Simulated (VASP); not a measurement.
A run of VASP 6.6.1:

File INCAR:

```
SYSTEM = I
PREC = Accurate
ENCUT = 600
EDIFF = 1E-6
ISMEAR = -1
SIGMA = 0.02
LREAL = .FALSE.
LASPH = .TRUE.
NELM = 60
ALGO = Normal
ISIF = 3
LWAVE = .FALSE.
LCHARG = .FALSE.
GGA = PE
IBRION = 2
NSW = 60
EDIFFG = -0.03
PSTRESS = 50.0
```

KPOINTS

```
Automatic mesh
0
G
  8 8 8
  0 0 0
```

POSCAR

```
I
1.0
    3.3000000000      0.0000000000      0.0000000000
    0.0000000000      3.3000000000      0.0000000000
    0.0000000000      0.0000000000      3.3000000000
I
1
Direct
    0.0000000000      0.0000000000      0.0000000000
```

Potentials or basis: VASP PAW PBE potentials, release 64 (I).

Command:

```sh
$ cat potpaw_PBE.64/I/POTCAR > POTCAR
$ mpirun -np 1 vasp_std > vasp.out
```

Hardware: 1 thread of Intel Xeon 8259CL, with other jobs on the host.

Q: How long does it take, and how much memory?

A: Wall time 20 s on 1 thread of Intel Xeon 8259CL, with other jobs on the host, peak memory 0.17 GiB. Counts: scf iterations 15, k points 35, ion steps 2.
